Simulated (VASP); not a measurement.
## PbS: single point with r2SCAN

PbS:

```
Pb S
1.0
     4.94655    0.00000    0.00000
    -2.47328    4.28384    0.00000
     0.00000    0.00000    5.93711
Pb S
2 2
Direct
  0.33333 0.66667 0.93592
  0.66667 0.33333 0.43592
  0.33333 0.66667 0.43908
  0.66667 0.33333 0.93908
```

This cell differs from its parent crystal: volume changed by -3%.

* Program: VASP 6.6.1
* Task: single point
* Functional: r2SCAN
* Potentials or basis: VASP PAW PBE potentials, release 64 (Pb_d, S)
* Cutoff: 520 eV
* k mesh: 6 × 6 × 4
* Occupations: gaussian, width 0.01 eV
* Spin: no spin polarisation

| Item | Value |
| --- | --- |
| Pressure | 1.4 GPa |
| Largest force | 0.007 eV/Å |
| Band gap on the k mesh | 1.68 eV, direct |

Forces on the atoms (eV/Å):
```
Pb   0.000  0.000  0.007
Pb   0.000  0.000  0.007
S    0.000  0.000 -0.007
S    0.000  0.000 -0.007
```

Stress tensor (GPa, compression positive):
```
1.39 0.00 0.00
0.00 1.39 0.00
0.00 0.00 1.50
```

Levels at points of the mesh, in eV from the valence-band top:
```
           k point  band 17  band 18  band 19  band 20  band 21  band 22  band 23  band 24
(0.00, 0.00, 0.00)    -3.35    -2.19    -2.16    -2.16     2.15     2.15     3.61     3.61
(0.50, 0.00, 0.00)    -3.18    -2.57    -2.28    -0.82     3.28     3.29     4.39     4.78
(0.00, 0.00, 0.50)    -2.76    -2.76    -1.45    -1.45     2.46     2.46     2.46     2.46
(0.50, 0.00, 0.50)    -2.14    -2.14    -0.70    -0.70     1.84     1.84     3.30     3.30
```

Run time: 2.2 min on 1 thread of Intel(R) Xeon(R) 6975P-C (Granite Rapids), on a shared host, peak memory 0.32 GiB.

Caveat: the PAW data sets were made with another functional, which shifts forces and pressure a little; spin-orbit coupling is left out, which moves the levels of the heavy elements. A k mesh can miss the band edges.
